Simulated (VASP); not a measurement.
# Al2RuCN2: single point with PBE

The system is Al2RuCN2.

```
CELL_PARAMETERS angstrom
-1.74920 1.74920 5.51954
1.74920 -1.74920 5.51954
1.74920 1.74920 -5.51954
ATOMIC_POSITIONS crystal
Al 0.75000 0.25000 0.50000
Al 0.25000 0.75000 0.50000
Ru 0.50000 0.50000 0.00000
C 0.00000 0.00000 0.00000
N 0.30418 0.30418 0.00000
N 0.69582 0.69582 0.00000
```

The cell was generated, and may not be a known phase.

| Quantity | Value |
| --- | --- |
| Program | VASP 6.6.1 |
| Task | single point |
| Functional | PBE |
| Potentials or basis | VASP PAW PBE potentials, release 64 (Al, Ru_pv, C, N) |
| Cutoff | 520 eV |
| k mesh | 6 × 6 × 6 |
| Occupations | gaussian, width 0.1 eV |
| Spin | collinear spin, ferromagnetic start |
| Starting moments | [0.0, 0.0, 1.0, 0.0, 0.0, 0.0] μB |
| Dipole correction | no |
| Further INCAR settings | ALGO = Normal; EDIFF = 1e-06; NBANDS = 30 |

- Pressure: 0.0 GPa
- Net moment: 0.24 μB per cell
- Site moments: Al -0.00; Ru +0.26; C -0.02; N -0.00 μB
- Valence electrons inside the program's atomic spheres: Al 0.84; Ru 12.29; C 2.08; N 3.93

Stress tensor (GPa, compression positive):
```
-0.14  0.00  0.00
 0.00 -0.14  0.00
 0.00  0.00  0.18
```

Levels at points of the mesh, in eV from the Fermi level:
Spin up:
```csv
k point,band 15,band 16,band 17,band 18,band 19,band 20
"(0.00, 0.00, 0.00)",-0.96,-0.96,-0.25,-0.02,-0.02,1.31
"(0.50, 0.00, 0.00)",-2.36,-0.82,-0.37,0.85,2.97,3.32
"(0.50, 0.50, 0.00)",-1.58,-0.86,-0.60,-0.37,0.50,0.77
"(0.50, 0.50, 0.50)",-1.02,-0.55,-0.55,0.01,0.01,0.55
```
Spin down:
```
           k point  band 13  band 14  band 15  band 16  band 17  band 18  band 19  band 20  band 21  band 22
(0.00, 0.00, 0.00)    -2.27    -0.91    -0.82    -0.82    -0.25    -0.07    -0.07     1.45     2.54     3.18
(0.50, 0.00, 0.00)    -4.04    -3.30    -2.30    -0.69    -0.05     0.93     3.05     3.31     4.07     4.80
(0.50, 0.50, 0.00)    -2.02    -1.71    -1.46    -0.76    -0.59     0.02     0.65     0.89     4.66     5.78
(0.50, 0.50, 0.50)    -2.33    -1.95    -0.90    -0.43    -0.43    -0.04    -0.04     0.66     3.71     4.79
```

Run time: 2.4 min on 1 thread of Intel(R) Xeon(R) 6975P-C (Granite Rapids), with other jobs on the host, peak memory 0.47 GiB.
